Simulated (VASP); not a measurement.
# Se (Im-3m) in VASP: notebook, part 2 of 2

VASP 6.6.1.

## (4) Single point, PBEsol (19.98 Å³/atom)

This run uses another cell than the first one, of 19.98 Å³/atom.

INCAR

```
PREC = Accurate ; ENCUT = 520
EDIFF = 1E-6 ; ISMEAR = 0
SIGMA = 0.05 ; LREAL = F
LASPH = T ; NELM = 60
ALGO = Normal ; ISIF = 2
LWAVE = F ; LCHARG = F
GGA = PS ; NBANDS = 9
```

KPOINTS

```
Automatic mesh
0
Gamma
  18 18 18
```

POSCAR

```
Se
1.0
   -1.7094425303      1.7094425303      1.7094425303
    1.7094425303     -1.7094425303      1.7094425303
    1.7094425303      1.7094425303     -1.7094425303
Se
1
Direct
    0.0000000000      0.0000000000      0.0000000000
```

Potentials or basis: VASP PAW PBE potentials, release 64 (Se).

Command:

```bash
$ cat potpaw_PBE.64/Se/POTCAR > POTCAR
$ mpirun -np 1 vasp_std > vasp.out
```

OUTCAR:

```text
PREC = Accurate
   ENCUT = 520
   EDIFF = 1E-6
   ISMEAR = 0
   LREAL = F
   LASPH = T
   NELM = 60
   ISIF = 2
   GGA = PS

 ion  position               nearest neighbor table
   1  0.000  0.000  0.000-

  LATTYP: Found a body centered cubic cell.
 ALAT       =     3.4188850606

  Lattice vectors:

 A1 = (  -1.7094425303,   1.7094425303,   1.7094425303)
 A2 = (   1.7094425303,  -1.7094425303,   1.7094425303)
 A3 = (   1.7094425303,   1.7094425303,  -1.7094425303)

Analysis of symmetry for initial positions (statically):
=====================================================================
 Subroutine PRICEL returns:
 Original cell was already a primitive cell.

 Routine SETGRP: Setting up the symmetry group for a
 body centered cubic supercell.

 Subroutine GETGRP returns: Found 48 space group operations
 (whereof 48 operations were pure point group operations)
 out of a pool of 48 trial point group operations.

The static configuration has the point symmetry O_h .

Analysis of symmetry for dynamics (positions and initial velocities):
=====================================================================
 Subroutine PRICEL returns:
 Original cell was already a primitive cell.

 Routine SETGRP: Setting up the symmetry group for a
 body centered cubic supercell.

 Subroutine GETGRP returns: Found 48 space group operations
 (whereof 48 operations were pure point group operations)
 out of a pool of 48 trial point group operations.

The dynamic configuration has the point symmetry O_h .

 Subroutine INISYM returns: Found 48 space group operations
 (whereof 48 operations are pure point group operations),
 and found     1 'primitive' translations

----------------------------------------------------------------------------------------

                                     Primitive cell

  volume of cell :      19.9813

  direct lattice vectors                    reciprocal lattice vectors
    -1.709442530  1.709442530  1.709442530     0.000000000  0.292493015  0.292493015
     1.709442530 -1.709442530  1.709442530     0.292493015  0.000000000  0.292493015
     1.709442530  1.709442530 -1.709442530     0.292493015  0.292493015  0.000000000

  length of vectors
     2.960841315  2.960841315  2.960841315     0.413647589  0.413647589  0.413647589

  position of ions in fractional coordinates (direct lattice)
     0.000000000  0.000000000  0.000000000

  ion indices of the primitive-cell ions
   primitive index   ion index
                 1           1

----------------------------------------------------------------------------------------

 KPOINTS: Automatic mesh

Automatic generation of k-mesh.
 Grid dimensions read from file:
 generate k-points for:   18   18   18

 Generating k-lattice:

  Cartesian coordinates                     Fractional coordinates (reciprocal lattice)
     0.000000000  0.016249612  0.016249612     0.055555556  0.000000000  0.000000000
     0.016249612  0.000000000  0.016249612     0.000000000  0.055555556  0.000000000
     0.016249612  0.016249612  0.000000000     0.000000000  0.000000000  0.055555556

  Length of vectors
     0.022980422  0.022980422  0.022980422

  Shift w.r.t. Gamma in fractional coordinates (k-lattice)
     0.000000000  0.000000000  0.000000000

 Subroutine IBZKPT returns following result:
 ===========================================

 Found    195 irreducible k-points:

 Following reciprocal coordinates:
            Coordinates               Weight
  0.000000  0.000000  0.000000      1.000000
  0.055556  0.000000  0.000000     12.000000
  0.111111  0.000000  0.000000     12.000000
  0.166667  0.000000  0.000000     12.000000
  0.222222  0.000000  0.000000     12.000000
  0.277778  0.000000  0.000000     12.000000
[... 16 lines left out ...]
  0.333333  0.111111  0.000000     48.000000
  0.388889  0.111111  0.000000     48.000000
 [... further k-points ...]
   k-points           NKPTS =    195   k-points in BZ     NKDIM =    195   number of bands    NBANDS=      9
   number of dos      NEDOS =    301   number of ions     NIONS =      1
   total plane-waves  NPLWV =  13824
   dimension x,y,z NGX =    24 NGY =   24 NGZ =   24
   dimension x,y,z NGXF=    48 NGYF=   48 NGZF=   48
   ions per type =               1
   NGX,Y,Z   is equivalent  to a cutoff of  13.48, 13.48, 13.48 a.u.
   NGXF,Y,Z  is equivalent  to a cutoff of  26.95, 26.95, 26.95 a.u.
 SYSTEM =  unknown system
   PREC   = accura    normal or accurate (medium, high low for compatibility)
   ISTART =      0    job   : 0-new  1-cont  2-samecut
   ICHARG =      2    charge: 1-file 2-atom 10-const
   ISPIN  =      1    spin polarized calculation?
   LNONCOLLINEAR =      F non collinear calculations
   LSORBIT =      F    spin-orbit coupling
   LASPH  =      T    aspherical Exc in radial PAW
   ENCUT  =  520.0 eV  38.22 Ry    6.18 a.u.   5.51  5.51  5.51*2*pi/ulx,y,z
   NELM   =     60;   NELMIN=  2; NELMDL= -5     # of ELM steps
   EDIFF  = 0.1E-05   stopping-criterion for ELM
   LREAL  =      F    real-space projection
   EDIFFG = 0.1E-04   stopping-criterion for IOM
   NSW    =      0    number of steps for IOM
   IBRION =     -1    ionic relax: 0-MD 1-quasi-New 2-CG
   NFREE  =      0    steps in history (QN), initial steepest desc. (CG)
   ISIF   =      2    stress and relaxation
   ISYM   =      2    0-nonsym 1-usesym 2-fastsym
   POTIM  = 0.5000    time-step for ionic-motion
   TEBEG  =    0.0;   TEEND  =   0.0 temperature during run
   PSTRESS=    0.0 pullay stress
   NELECT =       6.0000    total number of electrons
   NUPDOWN=      -1.0000    fix difference up-down
   EMIN   =  10.00;   EMAX   =-10.00  energy-range for DOS
   EFERMI =   0.00;   METHOD = LEGACY
   ISMEAR =     0;   SIGMA  =   0.05  broadening in eV -4-tet -1-fermi 0-gaus
   EFERMI_NEDOS =   21; number of points for ismear=-14 and -15
   IALGO  =     38    algorithm
   IMIX   =      4    mixing-type and parameters
     AMIX     =   0.40;   BMIX     =  1.00
     AMIX_MAG =   1.60;   BMIX_MAG =  1.00
  volume/ion in A,a.u.               =      19.98       134.84
  Fermi-wavevector in a.u.,A,eV,Ry     =   1.096270  2.071649 16.351581  1.201807
  Thomas-Fermi vector in A             =   2.232609
   LORBIT       =      0    0 simple, 1 ext, 2 COOP (PROOUT), +10 PAW based schemes
   GGA     = PS    functional components
   LHFCALC =     F    Hartree Fock is set to
   AEXX    =    0.0000 exact exchange contribution
   IVDW    =     0    specifies the selected vdW correction
   LEPSILON=     F    determine dielectric tensor
   LRPA    =     F    only Hartree local field effects (RPA)
 non-spin polarized calculation
 Gauss-broadening in eV      SIGMA  =   0.05
  energy-cutoff  :      520.00
  volume of cell :       19.98
 maximum number of plane-waves:       559
 NGX is ok and might be reduce to    24
   NGX = 11   NGY = 11   NGZ = 11

 number of electron       5.9999999 magnetization

 Free energy of the ion-electron system (eV)
  ---------------------------------------------------
  ext. energy  EPLUGINS =         0.00000000
  ---------------------------------------------------
  free energy    TOTEN  =        -3.39231182 eV

  energy without entropy =       -3.39157043  energy(sigma->0) =       -3.39194113

 E-fermi :   5.6517     XC(G=0): -10.8013

 val. band max:        5.6480446827   @ k =   0.5000   0.0000   0.0000
 cond. band min:       5.6649276284   @ k =   0.2778   0.2778   0.0556
 fundamental gap:      0.0168829457
 Fermi energy:         5.6516609305

 k-point     1 :       0.0000    0.0000    0.0000
  band No.  band energies     occupation
      1     -10.6843      2.00000
      2       8.6695      0.00000
      3       8.6695      0.00000
      4       8.6695      0.00000
      5      16.8423      0.00000
      6      18.0350      0.00000
      7      18.0350      0.00000
      8      18.0350      0.00000
      9      21.0146      0.00000

 k-point     2 :       0.0556    0.0000    0.0000
  band No.  band energies     occupation
      1     -10.6180      2.00000
      2       8.2367      0.00000
      3       8.5267      0.00000
      4       8.6440      0.00000
      5      17.0942      0.00000
      6      17.7357      0.00000
      7      17.9642      0.00000
      8      18.3208      0.00000
      9      20.2747      0.00000
[... 253 lines left out ...]
 k-point    24 :       0.3889    0.1111    0.0000
  band No.  band energies     occupation
      1      -7.2225      2.00000
      2      -0.6717      2.00000
      3       4.7415      2.00000
      4       7.1832      0.00000
      5      13.3822      0.00000
      6      15.1875      0.00000
      7      20.8277      0.00000
      8      22.9965      0.00000
      9      25.3592      0.00000

 [... further k-points ...]
[... 5 lines left out ...]
  --------------------------------------------------------------------------------------
  -------------------------------------------------------------------------------------
  Total       -0.3719553     -0.3719553     -0.3719553      0.0000000      0.0000000     -0.0000000
  in kB      -29.8248197    -29.8248197    -29.8248197      0.0000000      0.0000000     -0.0000000
  external PRESSURE =     -29.8248197 kB  Pullay stress =       0.0000000 kB

 VOLUME and BASIS-vectors are now :
 -----------------------------------------------------------------------------
  energy-cutoff  :      520.00
  volume of cell :       19.98
      direct lattice vectors                 reciprocal lattice vectors
    -1.709442530  1.709442530  1.709442530     0.000000000  0.292493015  0.292493015
     1.709442530 -1.709442530  1.709442530     0.292493015  0.000000000  0.292493015
     1.709442530  1.709442530 -1.709442530     0.292493015  0.292493015  0.000000000

 POSITION                                       TOTAL-FORCE (eV/Angst)
 -----------------------------------------------------------------------------------
      0.00000      0.00000      0.00000         0.000000     -0.000000      0.000000
 -----------------------------------------------------------------------------------
    total drift:                                0.000000     -0.000000      0.000000

  FREE ENERGIE OF THE ION-ELECTRON SYSTEM (eV)
  ---------------------------------------------------
  free  energy   TOTEN  =        -3.3923118233 eV

  energy  without entropy=       -3.3915704314  energy(sigma->0) =       -3.39194113
```

OSZICAR:

```text
N       E                     dE             d eps       ncg     rms          rms(c)
DAV:   1     0.834086444428E+01    0.83409E+01   -0.28731E+03  3518   0.570E+02
DAV:   2    -0.315478285674E+01   -0.11496E+02   -0.11167E+02  4879   0.756E+01
DAV:   3    -0.339501825648E+01   -0.24024E+00   -0.23860E+00  4064   0.984E+00
DAV:   4    -0.339543248440E+01   -0.41423E-03   -0.41379E-03  4829   0.452E-01
DAV:   5    -0.339543271857E+01   -0.23416E-06   -0.23454E-06  4092   0.975E-03    0.320E+00
DAV:   6    -0.339285758702E+01    0.25751E-02   -0.35752E-03  3907   0.300E-01    0.189E+00
DAV:   7    -0.339232694176E+01    0.53065E-03   -0.56670E-03  3917   0.384E-01    0.859E-02
DAV:   8    -0.339231176523E+01    0.15177E-04   -0.16242E-04  3817   0.734E-02    0.860E-03
DAV:   9    -0.339231182330E+01   -0.58079E-07   -0.13036E-06  4476   0.955E-03
   1 F= -.33923118E+01 E0= -.33919411E+01  d E =-.741392E-03
```

stdout:

```text
POSCAR found type information on POSCAR Se
 POSCAR found :  1 types and       1 ions
 scaLAPACK will be used
 -----------------------------------------------------------------------------
|                                                                             |
|                                                                             |
|     You enforced a specific xc type in the INCAR file but a different       |
|     I HOPE YOU KNOW WHAT YOU ARE DOING!                                     |
|                                                                             |
 -----------------------------------------------------------------------------

 LDA part: xc-table for (Slater+PW92), standard interpolation
 POSCAR, INCAR and KPOINTS ok, starting setup
 FFT: planning ... GRIDC
 FFT: planning ... GRID_SOFT
 FFT: planning ... GRID
 WAVECAR not read
 entering main loop
```

Wall time 7 s (1 thread of Intel Xeon 6975P-C (Granite Rapids), shared host); peak memory 0.15 GiB.

Results:

```
Free energy            : -3.3923 eV
Pressure               : -3.0 GPa
Band gap on the k mesh : zero (bands 3 and 4 overlap by 6.36 eV)
```

Caveat: the PAW data sets were made with another functional, which shifts forces and pressure a little.

## (5) Overview

```csv
cell,k mesh,gap on the mesh (eV),pressure (GPa)
"a = 2.922 Å, angles 109.5°, 1 atom",18 × 18 × 18,none,0.1
"a = 2.667 Å, angles 109.5°, 1 atom",20 × 20 × 20,none,44.9
"a = 2.961 Å, angles 109.5°, 1 atom",18 × 18 × 18,none,-3.0
```

Alike in all rows: task single point; level PBEsol; potentials or basis VASP PAW PBE potentials, release 64 (Se); no spin polarisation; cutoff (eV) 520; smearing gaussian 0.05 eV.

Caveats: the PAW data sets were made with another functional, which shifts forces and pressure a little; the cell stands under pressure (at least some runs).

Absolute energies hang on the potentials; compare differences alone.
